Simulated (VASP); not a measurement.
# Sb2Te4O (P-6m2) in VASP: single point with PBE

Aim: the single point of Sb2Te4O with PBE.

Everything below comes from runs of VASP 6.6.1. Logs are shortened: lines on timing, memory, paths and dates and some standing lists are left out, and cuts for length are marked.

## Step 1: The cell of the first run

It takes space group P-6m2 (No. 187, hexagonal). The conventional cell has a = 4.170 Å, b = 4.170 Å, c = 14.018 Å, α = 90.00°, β = 90.00°, γ = 120.00°. Sb (site symmetry 3m) has 6 Te at 3.04 to 3.19 Å within 4.0 Å. Within 3.2 Å of Te (site symmetry -6m2) lie 3 O at 2.41 Å and 2 Te at 3.06 Å. Te (site symmetry 3m) has 3 Sb at 3.04 Å and 2 Te at 3.06 to 3.95 Å and 3 O at 3.90 Å within 4.0 Å. Te (site symmetry -6m2) has 6 Sb at 3.19 Å and 8 Te at 3.95 to 4.17 Å within 4.2 Å. Within 3.2 Å of O (site symmetry -6m2) lie 3 Te at 2.41 Å.

The cell was built from a structure type or drawn by symmetry, and may not be a known phase.

## Step 2: Single point, PBE

Contents of INCAR:

```
SYSTEM = Sb2Te4O
PREC = Accurate ; ENCUT = 600
EDIFF = 1E-6 ; ISMEAR = 0
SIGMA = 0.15 ; LREAL = .FALSE.
LASPH = .TRUE. ; NELM = 120
ALGO = Normal ; ISIF = 2
LWAVE = .FALSE. ; LCHARG = .TRUE.
GGA = PE ; LELF = .TRUE.
LVHAR = .TRUE. ; NBANDS = 29
GGA_COMPAT = .FALSE.
```

Contents of KPOINTS:

```
regular mesh
0
G
  3 3 1
  0 0 0
```

Contents of POSCAR:

```
Sb2Te4O
1.0
    4.1696550800      0.0000000000      0.0000000000
   -2.0848275400      3.6110272243      0.0000000000
    0.0000000000      0.0000000000     14.0181425700
Sb Te O
2 4 1
Direct
    0.6666666667      0.3333333333      0.6490039717
    0.6666666667      0.3333333333      0.3509960283
    0.0000000000      0.0000000000      0.0000000000
    0.0000000000      0.0000000000      0.2185105621
    0.0000000000      0.0000000000      0.7814894379
    0.0000000000      0.0000000000      0.5000000000
    0.6666666667      0.3333333333      0.0000000000
```

Potentials or basis: VASP PAW PBE potentials, release 64 (Sb, Te, O).

Launch:

```bash
$ cat potpaw_PBE.64/Sb/POTCAR potpaw_PBE.64/Te/POTCAR potpaw_PBE.64/O/POTCAR > POTCAR
$ mpirun -np 1 vasp_std > vasp.out
```

OUTCAR:

```text
SYSTEM = Sb2Te4O
   PREC = Accurate
   ENCUT = 600
   EDIFF = 1E-6
   ISMEAR = 0
   LREAL = .FALSE.
   LASPH = .TRUE.
   NELM = 120
   ISIF = 2
   GGA = PE

 ion  position               nearest neighbor table
   1  0.667  0.333  0.649-   5 3.04   5 3.04   5 3.04   6 3.19   6 3.19   6 3.19
   2  0.667  0.333  0.351-   4 3.04   4 3.04   4 3.04   6 3.19   6 3.19   6 3.19
   3  0.000  0.000  0.000-   7 2.41   7 2.41   7 2.41   4 3.06   5 3.06
   4  0.000  0.000  0.219-   2 3.04   2 3.04   2 3.04   3 3.06
   5  0.000  0.000  0.781-   1 3.04   1 3.04   1 3.04   3 3.06
   6  0.000  0.000  0.500-   1 3.19   2 3.19   1 3.19   2 3.19   1 3.19   2 3.19
   7  0.667  0.333  0.000-   3 2.41   3 2.41   3 2.41

  LATTYP: Found a hexagonal cell.
 ALAT       =     4.1696550800
 C/A-ratio  =     3.3619429668

  Lattice vectors:

 A1 = (   4.1696550800,   0.0000000000,   0.0000000000)
 A2 = (  -2.0848275400,   3.6110272243,   0.0000000000)
 A3 = (   0.0000000000,   0.0000000000,  14.0181425700)

Analysis of symmetry for initial positions (statically):
=====================================================================
 Subroutine PRICEL returns:
 Original cell was already a primitive cell.

 Routine SETGRP: Setting up the symmetry group for a
 hexagonal supercell.

 Subroutine GETGRP returns: Found 12 space group operations
 (whereof 12 operations were pure point group operations)
 out of a pool of 24 trial point group operations.

The static configuration has the point symmetry D_3h.

Analysis of symmetry for dynamics (positions and initial velocities):
=====================================================================
 Subroutine PRICEL returns:
 Original cell was already a primitive cell.

 Routine SETGRP: Setting up the symmetry group for a
 hexagonal supercell.

 Subroutine GETGRP returns: Found 12 space group operations
 (whereof 12 operations were pure point group operations)
 out of a pool of 24 trial point group operations.

The dynamic configuration has the point symmetry D_3h.

 Subroutine INISYM returns: Found 12 space group operations
 (whereof 12 operations are pure point group operations),
 and found     1 'primitive' translations

----------------------------------------------------------------------------------------

                                     Primitive cell

  volume of cell :     211.0675

  direct lattice vectors                    reciprocal lattice vectors
     4.169655080  0.000000000  0.000000000     0.239827991  0.138464755  0.000000000
    -2.084827540  3.611027224  0.000000000     0.000000000  0.276929510  0.000000000
     0.000000000  0.000000000 14.018142570     0.000000000  0.000000000  0.071336127

  length of vectors
     4.169655080  4.169655080 14.018142570     0.276929510  0.276929510  0.071336127

  position of ions in fractional coordinates (direct lattice)
     0.666666667  0.333333333  0.649003972
     0.666666667  0.333333333  0.350996028
     0.000000000  0.000000000  0.000000000
     0.000000000  0.000000000  0.218510562
     0.000000000  0.000000000  0.781489438
     0.000000000  0.000000000  0.500000000
     0.666666667  0.333333333  0.000000000

  ion indices of the primitive-cell ions
   primitive index   ion index
                 1           1
                 2           2
                 3           3
                 4           4
                 5           5
                 6           6
                 7           7

----------------------------------------------------------------------------------------

 KPOINTS: regular mesh

Automatic generation of k-mesh.
 Grid dimensions read from file:
 generate k-points for:    3    3    1

 Generating k-lattice:

  Cartesian coordinates                     Fractional coordinates (reciprocal lattice)
     0.079942664  0.046154918  0.000000000     0.333333333  0.000000000  0.000000000
     0.000000000  0.092309837  0.000000000     0.000000000  0.333333333  0.000000000
     0.000000000  0.000000000  0.071336127     0.000000000  0.000000000  1.000000000

  Length of vectors
     0.092309837  0.092309837  0.071336127

  Shift w.r.t. Gamma in fractional coordinates (k-lattice)
     0.000000000  0.000000000  0.000000000

 Subroutine IBZKPT returns following result:
 ===========================================

 Found      3 irreducible k-points:

 Following reciprocal coordinates:
            Coordinates               Weight
  0.000000  0.000000  0.000000      1.000000
  0.333333  0.000000  0.000000      6.000000
  0.333333  0.333333  0.000000      2.000000
   k-points           NKPTS =      3   k-points in BZ     NKDIM =      3   number of bands    NBANDS=     29
   number of dos      NEDOS =    301   number of ions     NIONS =      7
   total plane-waves  NPLWV = 145152
   dimension x,y,z NGX =    36 NGY =   36 NGZ =  112
   dimension x,y,z NGXF=    72 NGYF=   72 NGZF=  224
   ions per type =               2   4   1
   NGX,Y,Z   is equivalent  to a cutoff of  14.35, 14.35, 13.28 a.u.
   NGXF,Y,Z  is equivalent  to a cutoff of  28.71, 28.71, 26.56 a.u.
 SYSTEM =  Sb2Te4O
   PREC   = accura    normal or accurate (medium, high low for compatibility)
   ISTART =      0    job   : 0-new  1-cont  2-samecut
   ICHARG =      2    charge: 1-file 2-atom 10-const
   ISPIN  =      1    spin polarized calculation?
   LNONCOLLINEAR =      F non collinear calculations
   LSORBIT =      F    spin-orbit coupling
   LASPH  =      T    aspherical Exc in radial PAW
   ENCUT  =  600.0 eV  44.10 Ry    6.64 a.u.   8.33  8.33 28.00*2*pi/ulx,y,z
   NELM   =    120;   NELMIN=  2; NELMDL= -5     # of ELM steps
   EDIFF  = 0.1E-05   stopping-criterion for ELM
   LREAL  =      F    real-space projection
[... 7 lines left out ...]
   TEBEG  =    0.0;   TEEND  =   0.0 temperature during run
   PSTRESS=    0.0 pullay stress
   NELECT =      40.0000    total number of electrons
   NUPDOWN=      -1.0000    fix difference up-down
   EMIN   =  10.00;   EMAX   =-10.00  energy-range for DOS
   EFERMI =   0.00;   METHOD = LEGACY
   ISMEAR =     0;   SIGMA  =   0.15  broadening in eV -4-tet -1-fermi 0-gaus
   EFERMI_NEDOS =   21; number of points for ismear=-14 and -15
   IALGO  =     38    algorithm
   IMIX   =      4    mixing-type and parameters
     AMIX     =   0.40;   BMIX     =  1.00
     AMIX_MAG =   1.60;   BMIX_MAG =  1.00
  volume/ion in A,a.u.               =      30.15       203.48
  Fermi-wavevector in a.u.,A,eV,Ry     =   0.940346  1.776996 12.030961  0.884251
  Thomas-Fermi vector in A             =   2.067749
   LORBIT       =      0    0 simple, 1 ext, 2 COOP (PROOUT), +10 PAW based schemes
   GGA     = PE    functional components
   LHFCALC =     F    Hartree Fock is set to
   AEXX    =    0.0000 exact exchange contribution
   IVDW    =     0    specifies the selected vdW correction
   LEPSILON=     F    determine dielectric tensor
   LRPA    =     F    only Hartree local field effects (RPA)
 non-spin polarized calculation
 Gauss-broadening in eV      SIGMA  =   0.15
  energy-cutoff  :      600.00
  volume of cell :      211.07
 maximum number of plane-waves:      7081
 NGX is ok and might be reduce to    36
   NGX = 17   NGY = 17   NGZ = 55

 number of electron      40.0000001 magnetization

 Free energy of the ion-electron system (eV)
  ---------------------------------------------------
  ext. energy  EPLUGINS =         0.00000000
  ---------------------------------------------------
  free energy    TOTEN  =       -25.20728586 eV

  energy without entropy =      -25.08515115  energy(sigma->0) =      -25.14621851

 E-fermi :   5.8644     XC(G=0):  -9.1082

 val. band max:        5.8478058974   @ k =   0.3333   0.3333   0.0000
 cond. band min:       5.9112669039   @ k =   0.3333   0.0000   0.0000
 fundamental gap:      0.0634610065
 Fermi energy:         5.8644040813

 k-point     1 :       0.0000    0.0000    0.0000
  band No.  band energies     occupation
      1     -12.2301      2.00000
      2      -7.2253      2.00000
      3      -6.6878      2.00000
      4      -5.9099      2.00000
      5      -4.5933      2.00000
      6      -3.2161      2.00000
      7      -1.4197      2.00000
      8       1.0547      2.00000
      9       1.4504      2.00000
     10       1.4504      2.00000
     11       3.4749      2.00000
     12       4.0503      2.00000
     13       4.0503      2.00000
     14       4.0879      2.00000
     15       4.5567      2.00000
     16       4.5567      2.00000
     17       4.7329      2.00000
     18       5.2616      2.00000
     19       5.2616      2.00000
     20       6.4466      0.00000
     21       6.4466      0.00000
     22       6.9242      0.00000
     23       6.9655      0.00000
     24       6.9655      0.00000
     25       7.1816      0.00000
     26       7.2992      0.00000
     27       7.2992      0.00000
     28       8.9651      0.00000
     29       9.8533      0.00000

 k-point     2 :       0.3333    0.0000    0.0000
  band No.  band energies     occupation
      1     -11.9701      2.00000
      2      -6.4481      2.00000
      3      -5.8706      2.00000
      4      -5.8228      2.00000
      5      -4.7844      2.00000
      6      -3.1118      2.00000
      7      -2.7021      2.00000
      8       0.7946      2.00000
      9       0.8628      2.00000
     10       1.6292      2.00000
     11       1.8137      2.00000
     12       1.9687      2.00000
     13       2.6718      2.00000
     14       2.9400      2.00000
     15       3.2337      2.00000
     16       3.5450      2.00000
     17       4.3143      2.00000
     18       4.5867      2.00000
     19       4.7108      2.00000
     20       5.8235      1.29994
     21       5.9113      0.65861
     22       6.9163      0.00000
     23       7.0908      0.00000
     24       7.4407      0.00000
     25       7.5180      0.00000
     26       8.0024      0.00000
     27       8.5848      0.00000
     28       8.6557      0.00000
     29      10.2807      0.00000

 k-point     3 :       0.3333    0.3333    0.0000
  band No.  band energies     occupation
      1     -11.8251      2.00000
      2      -6.3579      2.00000
      3      -5.2420      2.00000
      4      -5.2044      2.00000
      5      -4.5219      2.00000
      6      -3.7387      2.00000
      7      -3.3494      2.00000
      8      -0.0720      2.00000
      9       0.7066      2.00000
     10       0.9936      2.00000
     11       1.2148      2.00000
     12       1.6368      2.00000
     13       2.5985      2.00000
     14       2.7288      2.00000
     15       3.0233      2.00000
     16       3.0591      2.00000
     17       3.5595      2.00000
     18       4.0540      2.00000
     19       4.6408      2.00000
     20       5.3895      1.99999
     21       5.8478      1.12435
     22       6.9645      0.00000
     23       6.9836      0.00000
     24       7.7900      0.00000
     25       8.1163      0.00000
     26       8.1207      0.00000
     27       9.4719      0.00000
     28      10.0049      0.00000
     29      10.8272      0.00000

------------------------ aborting loop because EDIFF is reached ----------------------------------------

  FORCE on cell =-STRESS in cart. coord.  units (eV):
  Direction    XX          YY          ZZ          XY          YZ          ZX
  --------------------------------------------------------------------------------------
  -------------------------------------------------------------------------------------
  Total       -0.2340345     -0.2340345      0.0079778      0.0000000      0.0000000     -0.0000000
  in kB       -1.7765160     -1.7765160      0.0605578      0.0000000      0.0000000     -0.0000000
  external PRESSURE =      -1.1641581 kB  Pullay stress =       0.0000000 kB

 VOLUME and BASIS-vectors are now :
 -----------------------------------------------------------------------------
  energy-cutoff  :      600.00
  volume of cell :      211.07
      direct lattice vectors                 reciprocal lattice vectors
     4.169655080  0.000000000  0.000000000     0.239827991  0.138464755  0.000000000
    -2.084827540  3.611027224  0.000000000     0.000000000  0.276929510  0.000000000
     0.000000000  0.000000000 14.018142570     0.000000000  0.000000000  0.071336127

 POSITION                                       TOTAL-FORCE (eV/Angst)
 -----------------------------------------------------------------------------------
      2.08483      1.20368      9.09783        -0.000000     -0.000000      0.035946
      2.08483      1.20368      4.92031        -0.000000      0.000000     -0.035946
      0.00000      0.00000      0.00000        -0.000000      0.000000      0.000000
      0.00000      0.00000      3.06311        -0.000000      0.000000      0.052084
      0.00000      0.00000     10.95503        -0.000000      0.000000     -0.052084
      0.00000      0.00000      7.00907         0.000000      0.000000      0.000000
      2.08483      1.20368      0.00000         0.000000     -0.000000      0.000000
 -----------------------------------------------------------------------------------
    total drift:                               -0.000000      0.000000      0.000000

  FREE ENERGIE OF THE ION-ELECTRON SYSTEM (eV)
  ---------------------------------------------------
  free  energy   TOTEN  =       -25.2072858571 eV

  energy  without entropy=      -25.0851511541  energy(sigma->0) =      -25.14621851
```

It took 2.1 min on 1 thread of Intel Xeon 8259CL, shared host; peak memory 0.38 GiB.

What came out:

| Item | Value |
| --- | --- |
| Free energy | -25.2073 eV |
| Pressure | -0.1 GPa |
| Largest force | 0.052 eV/Å |
| Band gap on the k mesh | zero (bands 20 and 21 overlap by 0.60 eV) |

Forces in eV/Å, atoms in the order of the input:
```
Sb   0.000  0.000  0.036
Sb   0.000  0.000 -0.036
Te   0.000  0.000  0.000
Te   0.000  0.000  0.052
Te   0.000  0.000 -0.052
Te   0.000  0.000  0.000
O    0.000  0.000  0.000
```

Levels at points of the mesh, in eV from the Fermi level:
```csv
k point,band 18,band 19,band 20,band 21,band 22,band 23
"(0.00, 0.00, 0.00)",-0.60,-0.60,0.58,0.58,1.06,1.10
```

Caveat: the k points lie up to 0.58 Å⁻¹ apart, too coarse for converged energies and pressures of a metal; spin-orbit coupling is left out, which moves the levels of the heavy elements.
